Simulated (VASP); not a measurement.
Crystal: Ge3N.

```
Ge N
1.0
     0.00000    3.37987    3.37987
     3.37987    0.00000    3.37987
     3.37987    3.37987    0.00000
Ge N
3 1
Cartesian
  1.6899 1.6899 1.6899
  5.0698 5.0698 5.0698
  3.3799 3.3799 3.3799
  0.0000 0.0000 0.0000
```

The cell was built from a structure type or drawn by symmetry, and may not be a known phase.

* Program: VASP 6.6.1
* Task: relaxation of cell and atoms
* Functional: PBE
* Potentials or basis: VASP PAW PBE potentials, release 64 (Ge_d, N)
* Cutoff: 600 eV
* k mesh: 4 × 4 × 4
* Occupations: gaussian, width 0.1 eV
* Spin: no spin polarisation

At the start: pressure -12.1 GPa; volume 19.31 Å³/atom.

Task: How do energy, volume and symmetry change on relaxing?

Result: Over 3 steps the energy falls by 187.6 meV/atom and the volume is 15.33 Å³/atom (-20.6 %); space group Fm-3m (No. 225, to 0.1 Å) before and after.

Step by step:
| step | energy change (eV) | largest force (eV/Å) | pressure (GPa) | volume (Å³) |
| --- | --- | --- | --- | --- |
| 1 | 0.0000 | 0.0000 | -12.13 | 77.22 |
| 2 | -0.7480 | 0.0000 | -1.03 | 62.01 |
| 3 | -0.7504 | 0.0000 | -0.05 | 61.32 |

Final structure:
```
Ge N
1.0
     0.00000    3.12979    3.12979
     3.12979    0.00000    3.12979
     3.12979    3.12979    0.00000
Ge N
3 1
Cartesian
  1.5649 1.5649 1.5649
  4.6947 4.6947 4.6947
  3.1298 3.1298 3.1298
  0.0000 0.0000 0.0000
```

Caveat: the k points lie up to 0.43 Å⁻¹ apart in the final cell; the volume moved by over 15 % at a fixed basis, so the end points are rough; the highest band is partly filled, so the run has too few bands.
